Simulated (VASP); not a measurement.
# Na3H (Pm-3m) in VASP: further runs

The runs below take Na3H through single point, relaxation of cell and atoms, with PBE.

All numbers are computed with VASP 6.6.1; they aren't measurements. Logs are shortened: lines on timing, memory, paths and dates and some standing lists are left out, and cuts for length are marked.

## 1. The cell of the first run

Symmetry: Pm-3m, No. 221, cubic system. Conventional cell: a = 4.678 Å, b = 4.678 Å, c = 4.678 Å, α = 90.00°, β = 90.00°, γ = 90.00°. Na (site symmetry 4/mmm) has 8 Na at 3.31 Å and 4 H at 3.31 Å within 4.4 Å. H (site symmetry m-3m) has 12 Na at 3.31 Å within 4.4 Å.

## 2. Single point, PBE

INCAR reads:

```
PREC = Accurate
ENCUT = 520
EDIFF = 1E-6
ISMEAR = 0
SIGMA = 0.1
LREAL = F
LASPH = T
NELM = 80
ALGO = Normal
ISIF = 2
LWAVE = F
LCHARG = T
GGA = PE
LELF = T
LVHAR = T
NBANDS = 19
```

KPOINTS reads:

```
Automatic mesh
0
Gamma
  4 4 4
```

POSCAR reads:

```
Na3H
1.0
    4.6779200594      0.0000000000      0.0000000000
    0.0000000000      4.6779200594      0.0000000000
    0.0000000000      0.0000000000      4.6779200594
Na H
3 1
Direct
    0.0000000000      0.5000000000      0.5000000000
    0.5000000000      0.0000000000      0.5000000000
    0.5000000000      0.5000000000      0.0000000000
    0.0000000000      0.0000000000      0.0000000000
```

Potentials or basis: VASP PAW PBE potentials, release 64 (Na_pv, H).

Launch:

```bash
> cat potpaw_PBE.64/Na_pv/POTCAR potpaw_PBE.64/H/POTCAR > POTCAR
> mpirun -np 1 vasp_std > vasp.out
```

OUTCAR:

```text
PREC = Accurate
   ENCUT = 520
   EDIFF = 1E-6
   ISMEAR = 0
   LREAL = F
   LASPH = T
   NELM = 80
   ISIF = 2
   GGA = PE

 ion  position               nearest neighbor table
   1  0.000  0.500  0.500-
   2  0.500  0.000  0.500-
   3  0.500  0.500  0.000-
   4  0.000  0.000  0.000-

  LATTYP: Found a simple cubic cell.
 ALAT       =     4.6779200594

  Lattice vectors:

 A1 = (   4.6779200594,   0.0000000000,   0.0000000000)
 A2 = (   0.0000000000,   4.6779200594,   0.0000000000)
 A3 = (   0.0000000000,   0.0000000000,   4.6779200594)

Analysis of symmetry for initial positions (statically):
=====================================================================
 Subroutine PRICEL returns:
 Original cell was already a primitive cell.

 Routine SETGRP: Setting up the symmetry group for a
 simple cubic supercell.

 Subroutine GETGRP returns: Found 48 space group operations
 (whereof 48 operations were pure point group operations)
 out of a pool of 48 trial point group operations.

The static configuration has the point symmetry O_h .

Analysis of symmetry for dynamics (positions and initial velocities):
=====================================================================
 Subroutine PRICEL returns:
 Original cell was already a primitive cell.

 Routine SETGRP: Setting up the symmetry group for a
 simple cubic supercell.

 Subroutine GETGRP returns: Found 48 space group operations
 (whereof 48 operations were pure point group operations)
 out of a pool of 48 trial point group operations.

The dynamic configuration has the point symmetry O_h .

 Subroutine INISYM returns: Found 48 space group operations
 (whereof 48 operations are pure point group operations),
 and found     1 'primitive' translations

----------------------------------------------------------------------------------------

                                     Primitive cell

  volume of cell :     102.3666

  direct lattice vectors                    reciprocal lattice vectors
     4.677920059  0.000000000  0.000000000     0.213770220  0.000000000  0.000000000
     0.000000000  4.677920059  0.000000000     0.000000000  0.213770220  0.000000000
     0.000000000  0.000000000  4.677920059     0.000000000  0.000000000  0.213770220

  length of vectors
     4.677920059  4.677920059  4.677920059     0.213770220  0.213770220  0.213770220
[... 68 lines left out ...]
   ENCUT  =  520.0 eV  38.22 Ry    6.18 a.u.   8.70  8.70  8.70*2*pi/ulx,y,z
   NELM   =     80;   NELMIN=  2; NELMDL= -5     # of ELM steps
   EDIFF  = 0.1E-05   stopping-criterion for ELM
   LREAL  =      F    real-space projection
   EDIFFG = 0.1E-04   stopping-criterion for IOM
   NSW    =      0    number of steps for IOM
   IBRION =     -1    ionic relax: 0-MD 1-quasi-New 2-CG
   NFREE  =      0    steps in history (QN), initial steepest desc. (CG)
   ISIF   =      2    stress and relaxation
   ISYM   =      2    0-nonsym 1-usesym 2-fastsym
   POTIM  = 0.5000    time-step for ionic-motion
   TEBEG  =    0.0;   TEEND  =   0.0 temperature during run
   PSTRESS=    0.0 pullay stress
   NELECT =      22.0000    total number of electrons
   NUPDOWN=      -1.0000    fix difference up-down
   EMIN   =  10.00;   EMAX   =-10.00  energy-range for DOS
   EFERMI =   0.00;   METHOD = LEGACY
   ISMEAR =     0;   SIGMA  =   0.10  broadening in eV -4-tet -1-fermi 0-gaus
   EFERMI_NEDOS =   21; number of points for ismear=-14 and -15
   IALGO  =     38    algorithm
   IMIX   =      4    mixing-type and parameters
     AMIX     =   0.40;   BMIX     =  1.00
     AMIX_MAG =   1.60;   BMIX_MAG =  1.00
  volume/ion in A,a.u.               =      25.59       172.70
  Fermi-wavevector in a.u.,A,eV,Ry     =   0.980610  1.853084 13.083304  0.961596
  Thomas-Fermi vector in A             =   2.111553
   LORBIT       =      0    0 simple, 1 ext, 2 COOP (PROOUT), +10 PAW based schemes
   GGA     = PE    functional components
   LHFCALC =     F    Hartree Fock is set to
   AEXX    =    0.0000 exact exchange contribution
   IVDW    =     0    specifies the selected vdW correction
   LEPSILON=     F    determine dielectric tensor
   LRPA    =     F    only Hartree local field effects (RPA)
 non-spin polarized calculation
 Gauss-broadening in eV      SIGMA  =   0.10
  energy-cutoff  :      520.00
  volume of cell :      102.37
 maximum number of plane-waves:      2800
 NGX is ok and might be reduce to    36
   NGX = 17   NGY = 17   NGZ = 17

 number of electron      22.0000063 magnetization

 Free energy of the ion-electron system (eV)
  ---------------------------------------------------
  ext. energy  EPLUGINS =         0.00000000
  ---------------------------------------------------
  free energy    TOTEN  =        -6.25695185 eV

  energy without entropy =       -6.24920143  energy(sigma->0) =       -6.25307664

 E-fermi :   0.7008     XC(G=0):  -6.8779

 val. band max:        0.6293688647   @ k =   0.0000   0.0000   0.0000
 cond. band min:       0.7364947057   @ k =   0.5000   0.5000   0.0000
 fundamental gap:      0.1071258410
 Fermi energy:         0.7008416866

 k-point     1 :       0.0000    0.0000    0.0000
  band No.  band energies     occupation
      1     -24.5282      2.00000
      2     -24.5282      2.00000
      3     -24.5282      2.00000
      4     -24.4932      2.00000
      5     -24.4932      2.00000
      6     -24.4932      2.00000
[... 197 lines left out ...]
      6     -24.4675      2.00000
[... 11 lines left out ...]
     18       9.5779      0.00000
     19      13.5565      0.00000

------------------------ aborting loop because EDIFF is reached ----------------------------------------

  FORCE on cell =-STRESS in cart. coord.  units (eV):
  Direction    XX          YY          ZZ          XY          YZ          ZX
  --------------------------------------------------------------------------------------
  -------------------------------------------------------------------------------------
  Total        0.2075033      0.2075033      0.2075033      0.0000000      0.0000000      0.0000000
  in kB        3.2477089      3.2477089      3.2477089      0.0000000      0.0000000      0.0000000
  external PRESSURE =       3.2477089 kB  Pullay stress =       0.0000000 kB

 VOLUME and BASIS-vectors are now :
 -----------------------------------------------------------------------------
  energy-cutoff  :      520.00
  volume of cell :      102.37
      direct lattice vectors                 reciprocal lattice vectors
     4.677920059  0.000000000  0.000000000     0.213770220  0.000000000  0.000000000
     0.000000000  4.677920059  0.000000000     0.000000000  0.213770220  0.000000000
     0.000000000  0.000000000  4.677920059     0.000000000  0.000000000  0.213770220

 POSITION                                       TOTAL-FORCE (eV/Angst)
 -----------------------------------------------------------------------------------
      0.00000      2.33896      2.33896         0.000000      0.000000      0.000000
      2.33896      0.00000      2.33896         0.000000      0.000000      0.000000
      2.33896      2.33896      0.00000         0.000000      0.000000      0.000000
      0.00000      0.00000      0.00000         0.000000      0.000000      0.000000
 -----------------------------------------------------------------------------------
    total drift:                                0.000000      0.000000      0.000000

  FREE ENERGIE OF THE ION-ELECTRON SYSTEM (eV)
  ---------------------------------------------------
  free  energy   TOTEN  =        -6.2569518515 eV

  energy  without entropy=       -6.2492014346  energy(sigma->0) =       -6.25307664
```

OSZICAR:

```text
N       E                     dE             d eps       ncg     rms          rms(c)
DAV:   1     0.168769245703E+03    0.16877E+03   -0.11511E+04   380   0.116E+03
DAV:   2     0.278543143446E+01   -0.16598E+03   -0.16375E+03   383   0.317E+02
DAV:   3    -0.656578555236E+01   -0.93512E+01   -0.93221E+01   432   0.913E+01
DAV:   4    -0.671985326711E+01   -0.15407E+00   -0.15391E+00   454   0.121E+01
DAV:   5    -0.672275510276E+01   -0.29018E-02   -0.29018E-02   415   0.174E+00    0.297E+00
DAV:   6    -0.630771777572E+01    0.41504E+00   -0.89950E-01   428   0.209E+00    0.108E+00
DAV:   7    -0.625592854623E+01    0.51789E-01   -0.30237E-01   436   0.126E+00    0.516E-01
DAV:   8    -0.625798612890E+01   -0.20576E-02   -0.41162E-02   398   0.807E-01    0.147E-01
DAV:   9    -0.625689994608E+01    0.10862E-02   -0.95352E-03   493   0.354E-01    0.467E-02
DAV:  10    -0.625692670615E+01   -0.26760E-04   -0.68399E-04   413   0.870E-02    0.207E-02
DAV:  11    -0.625696167167E+01   -0.34966E-04   -0.10935E-04   342   0.282E-02    0.165E-02
DAV:  12    -0.625695170287E+01    0.99688E-05   -0.53234E-05   367   0.158E-02    0.163E-03
DAV:  13    -0.625695185152E+01   -0.14866E-06   -0.27849E-06   324   0.791E-03
   1 F= -.62569519E+01 E0= -.62530766E+01  d E =-.775042E-02
```

It took 11 s on 1 thread of Intel Xeon Platinum 8559C (Emerald Rapids), shared host; peak memory 0.19 GiB.

Results:

* Free energy: -6.2570 eV
* Pressure: 0.3 GPa
* Band gap on the k mesh: zero (bands 11 and 12 overlap by 0.62 eV)

Levels at points of the mesh, in eV from the Fermi level:
| k point | band 7 | band 8 | band 9 | band 10 | band 11 | band 12 | band 13 | band 14 | band 15 | band 16 |
| --- | --- | --- | --- | --- | --- | --- | --- | --- | --- | --- |
| (0.00, 0.00, 0.00) | -25.14 | -25.14 | -25.14 | -4.30 | -0.07 | 2.91 | 2.91 | 2.91 | 3.88 | 3.88 |
| (0.50, 0.00, 0.00) | -25.16 | -25.15 | -25.15 | -3.24 | -1.95 | 1.97 | 4.09 | 4.27 | 4.27 | 4.55 |
| (0.50, 0.50, 0.00) | -25.17 | -25.16 | -25.13 | -2.59 | -0.47 | 0.04 | 0.04 | 3.81 | 5.39 | 6.12 |
| (0.50, 0.50, 0.50) | -25.17 | -25.13 | -25.13 | -2.17 | 0.66 | 1.55 | 1.55 | 1.55 | 1.92 | 1.92 |

(Part 1 of 2 ends here.)
